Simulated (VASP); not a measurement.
# WC (P-6m2) in VASP: single point with r2SCAN+U

Aim: the single point of WC with r2SCAN+U.

All numbers are computed with VASP 6.6.1; they aren't measurements. Logs are shortened: lines on timing, memory, paths and dates and some standing lists are left out, and cuts for length are marked.

## (1) The cell of the first run

Symmetry: P-6m2, No. 187, hexagonal system. Conventional cell: a = 2.927 Å, b = 2.927 Å, c = 2.859 Å, α = 90.00°, β = 90.00°, γ = 120.00°. Within 3.0 Å of W (site symmetry -6m2) lie 6 C at 2.21 Å and 8 W at 2.86 to 2.93 Å. C (site symmetry -6m2) has 6 W at 2.21 Å and 8 C at 2.86 to 2.93 Å within 3.0 Å.

## (2) Single point, r2SCAN+U

Contents of POSCAR:

```
WC
1.0
   -1.4634777300     -2.5348157600      0.0000000000
   -4.3904332000      2.5348157600      0.0000000000
    0.0000000000      0.0000000000     -2.8585648800
W C
2 2
Direct
    0.0000000000      0.0000000000      0.0000000000
    0.5000000000      0.5000000000      0.0000000000
    0.0000000000      0.3333300000      0.5000000000
    0.5000000000      0.8333300000      0.5000000000
```

Contents of INCAR.step1:

```
SYSTEM = WC
PREC     = Accurate       ! precision mode
ENCUT    = 520            ! plane-wave cutoff, eV
ISMEAR   = -1             ! smearing method
SIGMA    = 0.1            ! smearing width, eV
LREAL    = .FALSE.        ! projectors in reciprocal space
LASPH    = .TRUE.         ! aspherical terms in the spheres
NELM     = 150            ! most SCF steps
LMAXMIX  = 4              ! l up to which the mixer works
LDAU     = .TRUE.         ! DFT+U
LDAUTYPE = 2            
LDAUL    = 2 -1           ! shell
LDAUU    = 1.94 0         ! U, eV
LDAUJ    = 0 0          
NBANDS   = 26             ! bands
GGA      = PE             ! functional
ALGO     = Normal         ! electronic algorithm
EDIFF    = 1E-4           ! SCF threshold, eV
LWAVE    = .TRUE.         ! write WAVECAR
LCHARG   = .FALSE.        ! write CHGCAR
```

Contents of INCAR.step2:

```
SYSTEM = WC
PREC     = Accurate       ! precision mode
ENCUT    = 520            ! plane-wave cutoff, eV
EDIFF    = 1E-6           ! SCF threshold, eV
ISMEAR   = -1             ! smearing method
SIGMA    = 0.1            ! smearing width, eV
LREAL    = .FALSE.        ! projectors in reciprocal space
LASPH    = .TRUE.         ! aspherical terms in the spheres
NELM     = 150            ! most SCF steps
ALGO     = Normal         ! electronic algorithm
ISIF     = 2              ! what is computed and relaxed
LWAVE    = .FALSE.        ! write WAVECAR
LCHARG   = .TRUE.         ! write CHGCAR
LMAXMIX  = 4              ! l up to which the mixer works
LDAU     = .TRUE.         ! DFT+U
LDAUTYPE = 2            
LDAUL    = 2 -1           ! shell
LDAUU    = 1.94 0         ! U, eV
LDAUJ    = 0 0          
LDAUPRINT= 1            
METAGGA  = R2SCAN         ! meta-GGA
LMIXTAU  = .TRUE.       
LELF     = .TRUE.         ! ELF
LVHAR    = .TRUE.       
NBANDS   = 26             ! bands
ISTART   = 1
```

Contents of KPOINTS:

```
regular mesh
0
G
  11 6 11
  0 0 0
```

Potentials or basis: VASP PAW PBE potentials, release 64 (W_sv, C).

On the command line:

```bash
cat potpaw_PBE.64/W_sv/POTCAR potpaw_PBE.64/C/POTCAR > POTCAR
cp INCAR.step1 INCAR
mpirun -np 1 vasp_std > vasp.out
cp INCAR.step2 INCAR
mpirun -np 1 vasp_std > vasp.out
```

OUTCAR:

```text
SYSTEM = WC
   PREC = Accurate
   ENCUT = 520
   EDIFF = 1E-6
   ISMEAR = -1
   LREAL = .FALSE.
   LASPH = .TRUE.
   NELM = 150
   ISIF = 2
   METAGGA = R2SCAN
   ISTART = 1

 ion  position               nearest neighbor table
   1  0.000  0.000  0.000-   3 2.21   3 2.21   4 2.21   4 2.21   4 2.21   4 2.21   2 2.93   2 2.93
                             2 2.93   2 2.93
   2  0.500  0.500  0.000-   4 2.21   4 2.21   3 2.21   3 2.21   3 2.21   3 2.21   1 2.93   1 2.93
                             1 2.93   1 2.93
   3  0.000  0.333  0.500-   1 2.21   1 2.21   2 2.21   2 2.21   2 2.21   2 2.21
   4  0.500  0.833  0.500-   2 2.21   2 2.21   1 2.21   1 2.21   1 2.21   1 2.21

  LATTYP: Found a simple orthorhombic cell.
 ALAT       =     2.8585648800
 B/A-ratio  =     1.0239241822
 C/A-ratio  =     1.7734894178

  Lattice vectors:

 A1 = (   0.0000000000,   0.0000000000,  -2.8585648800)
 A2 = (  -1.4634777300,  -2.5348157600,   0.0000000000)
 A3 = (  -4.3904332000,   2.5348157600,   0.0000000000)

Analysis of symmetry for initial positions (statically):
=====================================================================
 Subroutine PRICEL returns following result:

  LATTYP: Found a hexagonal cell.
 ALAT       =     2.9269537071
 C/A-ratio  =     0.9766348108

  Lattice vectors:

 A1 = (   1.4634777300,   2.5348157600,   0.0000000000)
 A2 = (   1.4634777350,  -2.5348157600,   0.0000000000)
 A3 = (   0.0000000000,   0.0000000000,  -2.8585648800)

   2 primitive cells build up your supercell.

 Routine SETGRP: Setting up the symmetry group for a
 simple orthorhombic supercell.

 Subroutine GETGRP returns: Found  4 space group operations
 (whereof  4 operations were pure point group operations)
 out of a pool of  8 trial point group operations.

The static configuration has the point symmetry C_2v.

Analysis of symmetry for dynamics (positions and initial velocities):
=====================================================================
 Subroutine PRICEL returns following result:

  LATTYP: Found a hexagonal cell.
 ALAT       =     2.9269537071
[... 191 lines left out ...]

atom =   2  type =  1  l = 2

 onsite density matrix

spin component  1

  0.3401 -0.0000  0.0000 -0.0000  0.0001
 -0.0000  0.3172  0.0000  0.0000 -0.0000
  0.0000  0.0000  0.3601  0.0000 -0.0000
 -0.0000  0.0000  0.0000  0.3171  0.0000
  0.0001 -0.0000 -0.0000  0.0000  0.3402

spin component  2

  0.3401 -0.0000  0.0000 -0.0000  0.0001
 -0.0000  0.3172  0.0000  0.0000 -0.0000
  0.0000  0.0000  0.3601  0.0000 -0.0000
 -0.0000  0.0000  0.0000  0.3171  0.0000
  0.0001 -0.0000 -0.0000  0.0000  0.3402

 occupancies and eigenvectors

  o =  0.3171  v = -0.0000  0.5040 -0.0000 -0.8637 -0.0000  0.0000  0.0000  0.0000  0.0000  0.0000      0.0000  0.0000  0.0000  0.0000  0.0000  0.0000  0.0000  0.0000  0.0000  0.0000
  o =  0.3171  v =  0.0000  0.0000  0.0000  0.0000  0.0000 -0.0000  0.5040 -0.0000 -0.8637 -0.0000      0.0000  0.0000  0.0000  0.0000  0.0000  0.0000  0.0000  0.0000  0.0000  0.0000
  o =  0.3172  v = -0.0000 -0.8637  0.0000 -0.5040  0.0000  0.0000  0.0000  0.0000  0.0000  0.0000      0.0000  0.0000  0.0000  0.0000  0.0000  0.0000  0.0000  0.0000  0.0000  0.0000
  o =  0.3172  v =  0.0000  0.0000  0.0000  0.0000  0.0000 -0.0000 -0.8637  0.0000 -0.5040  0.0000      0.0000  0.0000  0.0000  0.0000  0.0000  0.0000  0.0000  0.0000  0.0000  0.0000
  o =  0.3400  v =  0.0000  0.0000  0.0000  0.0000  0.0000 -0.8660  0.0000  0.0015  0.0000  0.5000      0.0000  0.0000  0.0000  0.0000  0.0000  0.0000  0.0000  0.0000  0.0000  0.0000
  o =  0.3400  v = -0.8660  0.0000  0.0015  0.0000  0.5000  0.0000  0.0000  0.0000  0.0000  0.0000      0.0000  0.0000  0.0000  0.0000  0.0000  0.0000  0.0000  0.0000  0.0000  0.0000
  o =  0.3402  v =  0.5000  0.0000  0.0000 -0.0000  0.8660  0.0000  0.0000  0.0000  0.0000  0.0000      0.0000  0.0000  0.0000  0.0000  0.0000  0.0000  0.0000  0.0000  0.0000  0.0000
  o =  0.3402  v =  0.0000  0.0000  0.0000  0.0000  0.0000  0.5000  0.0000  0.0000 -0.0000  0.8660      0.0000  0.0000  0.0000  0.0000  0.0000  0.0000  0.0000  0.0000  0.0000  0.0000
  o =  0.3601  v = -0.0013 -0.0000 -1.0000 -0.0000  0.0008  0.0000  0.0000  0.0000  0.0000  0.0000      0.0000  0.0000  0.0000  0.0000  0.0000  0.0000  0.0000  0.0000  0.0000  0.0000
  o =  0.3601  v =  0.0000  0.0000  0.0000  0.0000  0.0000 -0.0013 -0.0000 -1.0000 -0.0000  0.0008      0.0000  0.0000  0.0000  0.0000  0.0000  0.0000  0.0000  0.0000  0.0000  0.0000

 number of electron      35.9999997 magnetization

 Free energy of the ion-electron system (eV)
  ---------------------------------------------------
  ext. energy  EPLUGINS =         0.00000000
  ---------------------------------------------------
  free energy    TOTEN  =      -118.89416883 eV

  energy without entropy =     -118.87983199  energy(sigma->0) =     -118.88700041

 E-fermi :  10.8159     XC(G=0): -14.8386

 val. band max:       10.8115290985   @ k =   0.0000   0.0000   0.0000
 cond. band min:      10.8443651399   @ k =   0.0000   0.0000   0.4545
 fundamental gap:      0.0328360414
 Fermi energy:        10.8159360902

 k-point     1 :       0.0000    0.0000    0.0000
  band No.  band energies     occupation
      1     -65.4765      2.00000
      2     -65.4175      2.00000
      3     -29.4610      2.00000
      4     -28.8530      2.00000
      5     -28.7703      2.00000
      6     -28.6670      2.00000
[... 685 lines left out ...]
     25      17.9622      0.00000
     26      17.9622      0.00000

 [... further k-points ...]
[... 5 lines left out ...]
  --------------------------------------------------------------------------------------
  -------------------------------------------------------------------------------------
  Total       -0.1218529     -0.1075891     -0.7809757      0.0123527      0.0000000      0.0000000
  in kB       -4.6026287     -4.0638558    -29.4990158      0.4665850      0.0000000      0.0000000
  external PRESSURE =     -12.7218334 kB  Pullay stress =       0.0000000 kB

 VOLUME and BASIS-vectors are now :
 -----------------------------------------------------------------------------
  energy-cutoff  :      520.00
  volume of cell :       42.42
      direct lattice vectors                 reciprocal lattice vectors
    -1.463477730 -2.534815760  0.000000000    -0.170825968 -0.295879492  0.000000000
    -4.390433200  2.534815760  0.000000000    -0.170825968  0.098626497  0.000000000
     0.000000000  0.000000000 -2.858564880     0.000000000  0.000000000 -0.349825889

 POSITION                                       TOTAL-FORCE (eV/Angst)
 -----------------------------------------------------------------------------------
      0.00000      0.00000      0.00000         0.001777     -0.001026     -0.000000
     -2.92696      0.00000      0.00000         0.001777     -0.001026     -0.000000
     -1.46346      0.84493     -1.42928        -0.001777      0.001026      0.000000
     -4.39042      0.84493     -1.42928        -0.001777      0.001026      0.000000
 -----------------------------------------------------------------------------------
    total drift:                                0.000128     -0.000089     -0.000001

  FREE ENERGIE OF THE ION-ELECTRON SYSTEM (eV)
  ---------------------------------------------------
  free  energy   TOTEN  =      -118.8941688281 eV

  energy  without entropy=     -118.8798319856  energy(sigma->0) =     -118.88700041
```

OUTCAR.step1:

```text
SYSTEM = WC
   PREC = Accurate
   ENCUT = 520
   ISMEAR = -1
   LREAL = .FALSE.
   LASPH = .TRUE.
   NELM = 150
[... 949 lines left out ...]
     -2.92696      0.00000      0.00000         0.000892     -0.000515     -0.000000
     -1.46346      0.84493     -1.42928        -0.000892      0.000515      0.000000
     -4.39042      0.84493     -1.42928        -0.000892      0.000515      0.000000
 -----------------------------------------------------------------------------------
    total drift:                                0.000047     -0.000043     -0.000001

  FREE ENERGIE OF THE ION-ELECTRON SYSTEM (eV)
  ---------------------------------------------------
  free  energy   TOTEN  =       -40.5596932850 eV

  energy  without entropy=      -40.5437494844  energy(sigma->0) =      -40.55172138
```

OSZICAR.step1:

```text
N       E                     dE             d eps       ncg     rms          rms(c)
DAV:   1     0.344489993901E+03    0.34449E+03   -0.19514E+04  7520   0.156E+03
DAV:   2    -0.295150835061E+02   -0.37401E+03   -0.36353E+03  8358   0.461E+02
DAV:   3    -0.468373828983E+02   -0.17322E+02   -0.17060E+02  8908   0.944E+01
DAV:   4    -0.471201937283E+02   -0.28281E+00   -0.28201E+00  8956   0.121E+01
DAV:   5    -0.471229915244E+02   -0.27978E-02   -0.27960E-02  8900   0.132E+00    0.436E+01
DAV:   6    -0.407137196460E+02    0.64093E+01   -0.20277E+01  8504   0.326E+01    0.109E+01
DAV:   7    -0.406124143215E+02    0.10131E+00   -0.10600E+00  8126   0.641E+00    0.739E+00
DAV:   8    -0.405627304345E+02    0.49684E-01   -0.16148E-01  8346   0.258E+00    0.104E+00
DAV:   9    -0.405598571213E+02    0.28733E-02   -0.13081E-02  8264   0.597E-01    0.282E-01
DAV:  10    -0.405597103643E+02    0.14676E-03   -0.99250E-04  8378   0.263E-01    0.133E-01
DAV:  11    -0.405596932850E+02    0.17079E-04   -0.58560E-05  4248   0.510E-02
   1 F= -.40559693E+02 E0= -.40551721E+02  d E =-.159438E-01
```

Wall time 3.4 min (1 thread of Intel Xeon Platinum 8488C (Sapphire Rapids), shared host); peak memory 0.27 GiB.

Results:

* Free energy: -118.8942 eV
* Pressure: -1.3 GPa
* Band gap on the k mesh: zero (bands 18 and 19 overlap by 1.09 eV)

Forces in eV/Å, atoms in the order of the input:
```
W    0.002 -0.001  0.000
W    0.002 -0.001  0.000
C   -0.002  0.001  0.000
C   -0.002  0.001  0.000
```

Levels at points of the mesh, in eV from the Fermi level:
```csv
k point,band 15,band 16,band 17,band 18,band 19,band 20,band 21,band 22
"(0.00, 0.00, 0.00)",-3.38,-3.38,-0.57,0.00,2.52,3.41,3.41,4.65
"(0.00, 0.50, 0.00)",-2.36,-2.36,-2.06,-2.06,2.94,2.94,3.80,3.80
```

Eigenvalues of the final occupation matrices:
```csv
site,spin,trace,eigenvalues
site 1 d,1,1.67,0.32 0.32 0.34 0.34 0.36
site 1 d,2,1.67,0.32 0.32 0.34 0.34 0.36
site 2 d,1,1.67,0.32 0.32 0.34 0.34 0.36
site 2 d,2,1.67,0.32 0.32 0.34 0.34 0.36
```

Caveat: the PAW data sets were made with another functional, which shifts forces and pressure a little; spin-orbit coupling is left out, which moves the levels of the heavy elements; U without spin polarisation on a metal has little footing; the U is typed as a test and isn't derived for this compound.

The gap in the log of VASP goes by the Fermi energy; the results here count the filled bands.